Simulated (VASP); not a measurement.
A run of VASP 6.6.1:

Contents of INCAR:

```
SYSTEM = BN
ALGO = Normal ; EDIFF = 1E-6
ENCUT = 520 ; GGA = CA
ISIF = 2 ; ISMEAR = -1
LASPH = .TRUE. ; LCHARG = .FALSE.
LREAL = .FALSE. ; LWAVE = .FALSE.
NBANDS = 16 ; NELM = 100
PREC = Accurate ; SIGMA = 0.05
```

KPOINTS

```
k-points
0
G
  12 12 4
  0 0 0
```

The input POSCAR:

```
BN
1.0
    2.4575131255      0.0000000000      0.0000000000
   -1.2287565627      2.1282687968      0.0000000000
    0.0000000000      0.0000000000      5.1709941107
B N
2 2
Direct
    0.3333333333      0.6666666667      0.2500000000
    0.6666666667      0.3333333333      0.7500000000
    0.3333333333      0.6666666667      0.7500000000
    0.6666666667      0.3333333333      0.2500000000
```

Potentials or basis: VASP PAW LDA potentials, release 64 (B, N).

Launch:

```console
$ cat potpaw_LDA.64/B/POTCAR potpaw_LDA.64/N/POTCAR > POTCAR
$ mpirun -np 1 vasp_std > vasp.out
```

Hardware: 1 thread of Intel(R) Xeon(R) 6975P-C (Granite Rapids) (shared host).

Problem. Estimate the wall time of this run.

Solution. Run time: 8.7 s on 1 thread of Intel(R) Xeon(R) 6975P-C (Granite Rapids), with other jobs on the host, peak memory 0.13 GiB. Counts: scf iterations 12, k points 57.
